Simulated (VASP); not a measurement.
# AgBiSeS (P4/mmm) in VASP: single point with LDA

Aim: the single point of AgBiSeS with LDA.

Program: VASP 6.6.1. These are calculated values, not measurements. Logs are shortened: lines on timing, memory, paths and dates and some standing lists are left out, and cuts for length are marked.

## 1. The cell of the first run

Symmetry: P4/mmm, No. 123, tetragonal system. The conventional cell has a = 3.924 Å, b = 3.924 Å, c = 5.719 Å, α = 90.00°, β = 90.00°, γ = 90.00°. Ag (site symmetry 4/mmm) has 4 Se at 2.77 Å and 2 S at 2.86 Å within 3.7 Å. Bi (site symmetry 4/mmm) has 4 S at 2.77 Å and 2 Se at 2.86 Å within 3.7 Å. Within 3.7 Å of Se (site symmetry 4/mmm) lie 4 Ag at 2.77 Å and 2 Bi at 2.86 Å. S (site symmetry 4/mmm) has 4 Bi at 2.77 Å and 2 Ag at 2.86 Å within 3.7 Å.

## 2. Single point, LDA

File INCAR:

```
SYSTEM = AgBiSeS
ALGO = Fast
EDIFF = 1E-6
ENCUT = 520
GGA = CA
ISIF = 2
ISMEAR = 0
LASPH = .TRUE.
LCHARG = .FALSE.
LREAL = .FALSE.
LWAVE = .FALSE.
NBANDS = 27
NELM = 100
PREC = Accurate
SIGMA = 0.1
```

File KPOINTS:

```
k-points
0
G
  12 12 8
  0 0 0
```

File POSCAR:

```
AgBiSeS
1.0
    3.9240894610      0.0000000000      0.0000000000
    0.0000000000      3.9240894610      0.0000000000
    0.0000000000      0.0000000000      5.7185490909
Ag Bi Se S
1 1 1 1
Direct
    0.0000000000      0.0000000000      0.0000000000
    0.5000000000      0.5000000000      0.5000000000
    0.5000000000      0.5000000000      0.0000000000
    0.0000000000      0.0000000000      0.5000000000
```

Potentials or basis: VASP PAW LDA potentials, release 64 (Ag, Bi_d, Se, S).

On the command line:

```sh
> cat potpaw_LDA.64/Ag/POTCAR potpaw_LDA.64/Bi_d/POTCAR potpaw_LDA.64/Se/POTCAR potpaw_LDA.64/S/POTCAR > POTCAR
> mpirun -np 1 vasp_std > vasp.out
```

OUTCAR:

```text
SYSTEM = AgBiSeS
   EDIFF = 1E-6
   ENCUT = 520
   GGA = CA
   ISIF = 2
   ISMEAR = 0
   LASPH = .TRUE.
   LREAL = .FALSE.
   NELM = 100
   PREC = Accurate

 ion  position               nearest neighbor table
   1  0.000  0.000  0.000-   3 2.77   3 2.77   3 2.77   3 2.77   4 2.86   4 2.86
   2  0.500  0.500  0.500-   4 2.77   4 2.77   4 2.77   4 2.77   3 2.86   3 2.86
   3  0.500  0.500  0.000-   1 2.77   1 2.77   1 2.77   1 2.77   2 2.86   2 2.86
   4  0.000  0.000  0.500-   2 2.77   2 2.77   2 2.77   2 2.77   1 2.86   1 2.86

  LATTYP: Found a simple tetragonal cell.
 ALAT       =     3.9240894610
 C/A-ratio  =     1.4572932518

  Lattice vectors:

 A1 = (   3.9240894610,   0.0000000000,   0.0000000000)
 A2 = (   0.0000000000,   3.9240894610,   0.0000000000)
 A3 = (   0.0000000000,   0.0000000000,   5.7185490909)

Analysis of symmetry for initial positions (statically):
=====================================================================
 Subroutine PRICEL returns:
 Original cell was already a primitive cell.

 Routine SETGRP: Setting up the symmetry group for a
 simple tetragonal supercell.

 Subroutine GETGRP returns: Found 16 space group operations
 (whereof 16 operations were pure point group operations)
 out of a pool of 16 trial point group operations.

The static configuration has the point symmetry D_4h.

Analysis of symmetry for dynamics (positions and initial velocities):
=====================================================================
 Subroutine PRICEL returns:
 Original cell was already a primitive cell.

 Routine SETGRP: Setting up the symmetry group for a
 simple tetragonal supercell.

 Subroutine GETGRP returns: Found 16 space group operations
 (whereof 16 operations were pure point group operations)
 out of a pool of 16 trial point group operations.

The dynamic configuration has the point symmetry D_4h.

 Subroutine INISYM returns: Found 16 space group operations
 (whereof 16 operations are pure point group operations),
 and found     1 'primitive' translations

----------------------------------------------------------------------------------------

                                     Primitive cell

  volume of cell :      88.0570

  direct lattice vectors                    reciprocal lattice vectors
     3.924089461  0.000000000  0.000000000     0.254836188  0.000000000  0.000000000
     0.000000000  3.924089461  0.000000000     0.000000000  0.254836188  0.000000000
     0.000000000  0.000000000  5.718549091     0.000000000  0.000000000  0.174869531

  length of vectors
     3.924089461  3.924089461  5.718549091     0.254836188  0.254836188  0.174869531

  position of ions in fractional coordinates (direct lattice)
     0.000000000  0.000000000  0.000000000
     0.500000000  0.500000000  0.500000000
     0.500000000  0.500000000  0.000000000
     0.000000000  0.000000000  0.500000000

  ion indices of the primitive-cell ions
   primitive index   ion index
                 1           1
                 2           2
                 3           3
                 4           4

----------------------------------------------------------------------------------------

 KPOINTS: k-points

Automatic generation of k-mesh.
 Grid dimensions read from file:
 generate k-points for:   12   12    8

 Generating k-lattice:

  Cartesian coordinates                     Fractional coordinates (reciprocal lattice)
     0.021236349  0.000000000  0.000000000     0.083333333  0.000000000  0.000000000
     0.000000000  0.021236349  0.000000000     0.000000000  0.083333333  0.000000000
     0.000000000  0.000000000  0.021858691     0.000000000  0.000000000  0.125000000

  Length of vectors
     0.021236349  0.021236349  0.021858691

  Shift w.r.t. Gamma in fractional coordinates (k-lattice)
     0.000000000  0.000000000  0.000000000

 Subroutine IBZKPT returns following result:
 ===========================================

 Found    140 irreducible k-points:

 Following reciprocal coordinates:
            Coordinates               Weight
  0.000000  0.000000  0.000000      1.000000
  0.083333  0.000000  0.000000      4.000000
  0.166667  0.000000  0.000000      4.000000
  0.250000  0.000000  0.000000      4.000000
  0.333333  0.000000  0.000000      4.000000
  0.416667  0.000000  0.000000      4.000000
[... 16 lines left out ...]
  0.333333  0.333333  0.000000      4.000000
  0.416667  0.333333  0.000000      8.000000
 [... further k-points ...]
   k-points           NKPTS =    140   k-points in BZ     NKDIM =    140   number of bands    NBANDS=     27
   number of dos      NEDOS =    301   number of ions     NIONS =      4
   total plane-waves  NPLWV =  43200
   dimension x,y,z NGX =    30 NGY =   30 NGZ =   48
   dimension x,y,z NGXF=    60 NGYF=   60 NGZF=   96
   ions per type =               1   1   1   1
   NGX,Y,Z   is equivalent  to a cutoff of  12.71, 12.71, 13.95 a.u.
   NGXF,Y,Z  is equivalent  to a cutoff of  25.42, 25.42, 27.91 a.u.
 SYSTEM =  AgBiSeS
   PREC   = accura    normal or accurate (medium, high low for compatibility)
   ISTART =      0    job   : 0-new  1-cont  2-samecut
   ICHARG =      2    charge: 1-file 2-atom 10-const
   ISPIN  =      1    spin polarized calculation?
   LNONCOLLINEAR =      F non collinear calculations
   LSORBIT =      F    spin-orbit coupling
   LASPH  =      T    aspherical Exc in radial PAW
   ENCUT  =  520.0 eV  38.22 Ry    6.18 a.u.   7.30  7.30 10.63*2*pi/ulx,y,z
   NELM   =    100;   NELMIN=  2; NELMDL= -5     # of ELM steps
   EDIFF  = 0.1E-05   stopping-criterion for ELM
   LREAL  =      F    real-space projection
   EDIFFG = 0.1E-04   stopping-criterion for IOM
   NSW    =      0    number of steps for IOM
   IBRION =     -1    ionic relax: 0-MD 1-quasi-New 2-CG
   NFREE  =      0    steps in history (QN), initial steepest desc. (CG)
   ISIF   =      2    stress and relaxation
   ISYM   =      2    0-nonsym 1-usesym 2-fastsym
   POTIM  = 0.5000    time-step for ionic-motion
   TEBEG  =    0.0;   TEEND  =   0.0 temperature during run
   PSTRESS=    0.0 pullay stress
   NELECT =      38.0000    total number of electrons
   NUPDOWN=      -1.0000    fix difference up-down
   EMIN   =  10.00;   EMAX   =-10.00  energy-range for DOS
   EFERMI =   0.00;   METHOD = LEGACY
   ISMEAR =     0;   SIGMA  =   0.10  broadening in eV -4-tet -1-fermi 0-gaus
   EFERMI_NEDOS =   21; number of points for ismear=-14 and -15
   IALGO  =     68    algorithm
   IMIX   =      4    mixing-type and parameters
     AMIX     =   0.40;   BMIX     =  1.00
     AMIX_MAG =   1.60;   BMIX_MAG =  1.00
  volume/ion in A,a.u.               =      22.01       148.56
  Fermi-wavevector in a.u.,A,eV,Ry     =   1.237129  2.337834 20.823539  1.530487
  Thomas-Fermi vector in A             =   2.371708
   LORBIT       =      0    0 simple, 1 ext, 2 COOP (PROOUT), +10 PAW based schemes
   GGA     = CA    functional components
   LHFCALC =     F    Hartree Fock is set to
   AEXX    =    0.0000 exact exchange contribution
   IVDW    =     0    specifies the selected vdW correction
   LEPSILON=     F    determine dielectric tensor
   LRPA    =     F    only Hartree local field effects (RPA)
 non-spin polarized calculation
 RMM-DIIS sequential band-by-band and
 Gauss-broadening in eV      SIGMA  =   0.10
  energy-cutoff  :      520.00
  volume of cell :       88.06
 maximum number of plane-waves:      2406
 NGX is ok and might be reduce to    30
   NGX = 15   NGY = 15   NGZ = 21

 number of electron      38.0000002 magnetization

 Free energy of the ion-electron system (eV)
  ---------------------------------------------------
  ext. energy  EPLUGINS =         0.00000000
  ---------------------------------------------------
  free energy    TOTEN  =       -17.85081435 eV

  energy without entropy =      -17.84667698  energy(sigma->0) =      -17.84874566

 E-fermi :   6.7846     XC(G=0): -10.8019

 val. band max:        6.7807121224   @ k =   0.5000   0.0000   0.5000
 cond. band min:       6.7858955595   @ k =   0.4167   0.0833   0.5000
 fundamental gap:      0.0051834371
 Fermi energy:         6.7846032677

 k-point     1 :       0.0000    0.0000    0.0000
  band No.  band energies     occupation
      1     -16.8148      2.00000
      2     -16.7921      2.00000
      3     -16.7853      2.00000
      4     -16.7252      2.00000
      5     -16.7252      2.00000
      6      -8.5025      2.00000
[... 19 lines left out ...]
     26      14.0968      0.00000
     27      15.0261      0.00000

 k-point     2 :       0.0833    0.0000    0.0000
  band No.  band energies     occupation
      1     -16.8126      2.00000
      2     -16.7903      2.00000
      3     -16.7869      2.00000
      4     -16.7261      2.00000
      5     -16.7251      2.00000
      6      -8.4476      2.00000
[... 19 lines left out ...]
     26      14.1363      0.00000
     27      15.0118      0.00000

 k-point     3 :       0.1667    0.0000    0.0000
  band No.  band energies     occupation
      1     -16.8075      2.00000
      2     -16.7913      2.00000
      3     -16.7842      2.00000
      4     -16.7287      2.00000
      5     -16.7248      2.00000
      6      -8.2840      2.00000
[... 19 lines left out ...]
     26      14.2569      0.00000
     27      14.9296      0.00000

 k-point     4 :       0.2500    0.0000    0.0000
  band No.  band energies     occupation
      1     -16.8029      2.00000
      2     -16.7973      2.00000
      3     -16.7736      2.00000
      4     -16.7322      2.00000
      5     -16.7245      2.00000
      6      -8.0172      2.00000
[... 19 lines left out ...]
     26      14.4618      0.00000
     27      14.6484      0.00000

 k-point     5 :       0.3333    0.0000    0.0000
  band No.  band energies     occupation
      1     -16.8033      2.00000
      2     -16.7997      2.00000
      3     -16.7615      2.00000
      4     -16.7357      2.00000
      5     -16.7241      2.00000
      6      -7.6587      2.00000
[... 19 lines left out ...]
     26      14.5493      0.00000
     27      14.6360      0.00000

 k-point     6 :       0.4167    0.0000    0.0000
  band No.  band energies     occupation
      1     -16.8077      2.00000
      2     -16.7978      2.00000
      3     -16.7522      2.00000
      4     -16.7382      2.00000
      5     -16.7238      2.00000
      6      -7.2334      2.00000
[... 444 lines left out ...]
      1     -16.8301      2.00000
      2     -16.7714      2.00000
      3     -16.7509      2.00000
      4     -16.7372      2.00000
      5     -16.7305      2.00000
      6      -6.9134      2.00000
[... 19 lines left out ...]
     26      13.9372      0.00000
     27      15.9267      0.00000

 k-point    22 :       0.5000    0.2500    0.0000
  band No.  band energies     occupation
      1     -16.8324      2.00000
      2     -16.7709      2.00000
      3     -16.7474      2.00000
      4     -16.7381      2.00000
      5     -16.7304      2.00000
      6      -6.6897      2.00000
[... 19 lines left out ...]
     26      14.0425      0.00000
     27      16.0838      0.00000

 k-point    23 :       0.3333    0.3333    0.0000
  band No.  band energies     occupation
      1     -16.8339      2.00000
      2     -16.7600      2.00000
      3     -16.7587      2.00000
      4     -16.7344      2.00000
      5     -16.7341      2.00000
      6      -6.9914      2.00000
[... 19 lines left out ...]
     26      14.8043      0.00000
     27      15.4957      0.00000

 k-point    24 :       0.4167    0.3333    0.0000
  band No.  band energies     occupation
      1     -16.8412      2.00000
      2     -16.7586      2.00000
      3     -16.7498      2.00000
      4     -16.7367      2.00000
      5     -16.7339      2.00000
      6      -6.7330      2.00000
[... 19 lines left out ...]
     26      15.2811      0.00000
     27      16.3369      0.00000

 [... further k-points ...]

------------------------ aborting loop because EDIFF is reached ----------------------------------------

  FORCE on cell =-STRESS in cart. coord.  units (eV):
  Direction    XX          YY          ZZ          XY          YZ          ZX
  --------------------------------------------------------------------------------------
  -------------------------------------------------------------------------------------
  Total        0.0700336      0.0700336      0.0744263      0.0000000      0.0000000      0.0000000
  in kB        1.2742459      1.2742459      1.3541710      0.0000000      0.0000000      0.0000000
  external PRESSURE =       1.3008876 kB  Pullay stress =       0.0000000 kB

 VOLUME and BASIS-vectors are now :
 -----------------------------------------------------------------------------
  energy-cutoff  :      520.00
  volume of cell :       88.06
      direct lattice vectors                 reciprocal lattice vectors
     3.924089461  0.000000000  0.000000000     0.254836188  0.000000000  0.000000000
     0.000000000  3.924089461  0.000000000     0.000000000  0.254836188  0.000000000
     0.000000000  0.000000000  5.718549091     0.000000000  0.000000000  0.174869531

 POSITION                                       TOTAL-FORCE (eV/Angst)
 -----------------------------------------------------------------------------------
      0.00000      0.00000      0.00000         0.000000      0.000000      0.000000
      1.96204      1.96204      2.85927         0.000000      0.000000      0.000000
      1.96204      1.96204      0.00000         0.000000      0.000000      0.000000
      0.00000      0.00000      2.85927         0.000000      0.000000      0.000000
 -----------------------------------------------------------------------------------
    total drift:                                0.000000      0.000000      0.000000

  FREE ENERGIE OF THE ION-ELECTRON SYSTEM (eV)
  ---------------------------------------------------
  free  energy   TOTEN  =       -17.8508143453 eV

  energy  without entropy=      -17.8466769795  energy(sigma->0) =      -17.84874566
```

Run time: 3.6 min. Hardware: 1 thread of Intel Xeon Platinum 8488C (Sapphire Rapids), shared host; peak memory 0.45 GiB.

What came out:

```
Free energy            : -17.8508 eV
Pressure               : 0.1 GPa
Band gap on the k mesh : zero (bands 19 and 20 overlap by 0.48 eV)
```

Levels at points of the mesh, in eV from the Fermi level:
```
           k point  band 17  band 18  band 19  band 20  band 21  band 22
(0.00, 0.00, 0.00)    -2.07    -1.61    -1.61     0.80     3.44     4.54
(0.50, 0.00, 0.00)    -2.74    -1.46    -0.36    -0.28     1.39     4.24
(0.50, 0.50, 0.00)    -3.31    -3.18    -3.09     0.64     4.10     4.10
(0.00, 0.00, 0.50)    -1.87    -1.84    -1.84     0.59     3.25     3.50
(0.50, 0.00, 0.50)    -0.74    -0.42    -0.14    -0.05     0.00     0.64
(0.50, 0.50, 0.50)    -3.25    -2.35    -1.10     0.60     3.02     4.68
```

Caveat: spin-orbit coupling is left out, which moves the levels of the heavy elements.
